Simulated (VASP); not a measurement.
Write the native input for VASP 6.6.1 that does the following.

```yaml
Task: relaxation of shape and atoms at fixed volume
Functional: PBE
Potentials_or_basis: VASP PAW PBE potentials, release 64 (Nd_3, Hf_pv), 4f in core
Cutoff: 500 eV
k_mesh: 10 × 10 × 4
Occupations: gaussian, width 0.1 eV
Spin: no spin polarisation
Dipole_correction: no
Further_INCAR_settings: ALGO = Normal; EDIFF = 1e-07; IBRION = 2; EDIFFG = -0.01; NSW = 50; ISIF = 4
```

The structure of NdHf lies in POSCAR:

```
NdHf
1.0
    3.2027119599      0.0000000000      0.0000000000
    0.0000000000      3.2027119599      0.0000000000
    0.0000000000      0.0000000000      9.6391830694
Nd Hf
2 2
Direct
    0.0000000000      0.5000000000      0.1445710080
    0.5000000000      0.0000000000      0.8554289920
    0.0000000000      0.5000000000      0.6044361508
    0.5000000000      0.0000000000      0.3955638492
```

The input as run:

INCAR

```
SYSTEM = NdHf
  ALGO = Normal
  EDIFF = 1E-7
  EDIFFG = -0.01
  ENCUT = 500
  GGA = PE
  GGA_COMPAT = .FALSE.
  IBRION = 2
  ISIF = 4
  ISMEAR = 0
  LASPH = .TRUE.
  LCHARG = .FALSE.
  LMAXMIX = 6
  LREAL = .FALSE.
  LWAVE = .FALSE.
  NELM = 200
  NELMIN = 4
  NSW = 50
  PREC = Accurate
  SIGMA = 0.1
```

KPOINTS

```
k-points
0
G
  10 10 4
  0 0 0
```

Potentials or basis: VASP PAW PBE potentials, release 64 (Nd_3, Hf_pv), 4f in core.

Launch:

```console
$ cat potpaw_PBE.64/Nd_3/POTCAR potpaw_PBE.64/Hf_pv/POTCAR > POTCAR
$ mpirun -np 1 vasp_std > vasp.out
```

It gave:

| Property | Result |
| --- | --- |
| Energy gained by relaxing | 0.6 meV/atom |
| Ionic steps | 6 |
| Pressure after relaxing | 8.5 GPa |
| Largest force after relaxing | 0.005 eV/Å |
| Band gap on the k mesh | zero (bands 21 and 22 overlap by 2.00 eV) |

Caveat: spin-orbit coupling is left out, which moves the levels of the heavy elements; the 4f electrons are frozen in the core, so they carry no moment and show no levels.

Wall time 2.7 min on 1 thread of Intel(R) Xeon(R) 6975P-C (Granite Rapids) (shared host), peak memory 0.29 GiB.
